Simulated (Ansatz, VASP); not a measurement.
## HfN in VASP and in Ansatz

Contents of INCAR:

```
ALGO     = Normal         # electronic algorithm
EDIFF    = 1E-8           # SCF threshold, eV
ENCUT    = 520            # plane-wave cutoff, eV
GGA      = PE             # functional
ISIF     = 2              # what is computed and relaxed
ISMEAR   = -1             # smearing method
LASPH    = True           # aspherical terms in the spheres
LCHARG   = False          # write CHGCAR
LEFG     = True         
LREAL    = False          # projectors in reciprocal space
LWAVE    = False          # write WAVECAR
NBANDS   = 14             # bands
NELM     = 80             # most SCF steps
PREC     = Accurate       # precision mode
SIGMA    = 0.03           # smearing width, eV
```

Contents of KPOINTS:

```
k-points
0
Gamma
  10 10 10
```

File POSCAR:

```
HfN
1.0
    0.0000000000      2.2590000000      2.2590000000
    2.2590000000      0.0000000000      2.2590000000
    2.2590000000      2.2590000000      0.0000000000
Hf N
1 1
Direct
   -0.0110668437      0.0110668437      0.0110668437
    0.5000000000      0.5000000000      0.5000000000
```

Input for Ansatz:

```yaml
crystal:
  lattice:
    - [0.0, 2.259, 2.259]
    - [2.259, 0.0, 2.259]
    - [2.259, 2.259, 0.0]
  atoms:
    - { symbol: Hf, position: [-0.0110668437, 0.0110668437, 0.0110668437] }
    - { symbol: "N", position: [0.5, 0.5, 0.5] }
kpoints:
  mp_grid: { grid: [10, 10, 10] }
scf:
  occupations: { method: fermi_dirac, width: 0.03 }
hamiltonian:
  xc: pbe
  pseudopotentials: { kind: all_electron, datasets: crystal }
output:
  forces: true
  stress: true
  eigenvalues: true
  efg: { contact_densities: true }
```

Alike in both runs: task electric field gradients; functional PBE; k mesh 10 × 10 × 10; occupations fermi-dirac, width 0.03 eV; no spin polarisation.

|  | VASP | Ansatz |
| --- | --- | --- |
| version | VASP 6.6.1 | Ansatz 0.2.0 |
| potentials or method | VASP PAW PBE potentials, release 64 (Hf_pv, N), cutoff 520 eV | all-electron PAW with datasets made for the crystal, scalar-relativistic |

|  | VASP | Ansatz | Ansatz less VASP |
| --- | --- | --- | --- |
| pressure (GPa) | 3.4 | 5.8 | +2.44 |
| traceless stress, the component that is largest in VASP (GPa) | 0.65 | 0.66 | +0.009 |
| rms of the force components (eV/Å) | 0.328 | 0.330 | +0.0018 |
| size of Vzz on the site where it differs most (V/Å²) | 1.8 | 2.0 | +0.22 |

Atom by atom the forces differ by 0.002 eV/Å (rms over components). Ansatz ran all-electron here, and VASP with PAW potentials.

Neither program's run includes spin-orbit coupling.
